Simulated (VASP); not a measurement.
Input of a VASP 6.6.1 run:

File INCAR:

```
PREC = Accurate
ENCUT = 520
EDIFF = 1E-7
ISMEAR = -1
SIGMA = 0.06122561905347299
LREAL = False
LASPH = True
NELM = 60
ALGO = Normal
ISIF = 2
LWAVE = False
LCHARG = False
GGA = PE
NBANDS = 13
```

File KPOINTS:

```
regular mesh
0
Gamma
  22 22 22
```

The input POSCAR:

```
Ge
1.0
    0.0000000000      2.1403770407      2.1403770407
    2.1403770407      0.0000000000      2.1403770407
    2.1403770407      2.1403770407      0.0000000000
Ge
1
Direct
    0.0000000000      0.0000000000      0.0000000000
```

Potentials or basis: VASP PAW PBE potentials, release 64 (Ge_d).

The run is started by

```bash
$ cat potpaw_PBE.64/Ge_d/POTCAR > POTCAR
$ mpirun -np 1 vasp_std > vasp.out
```

Problem. Estimate the band gap on the k mesh.

Solution. Zero (band 7 reaches 15.01 eV, above the bottom of band 8 at 4.11 eV).

Problem. Estimate the pressure.

Solution. 0.0 GPa.
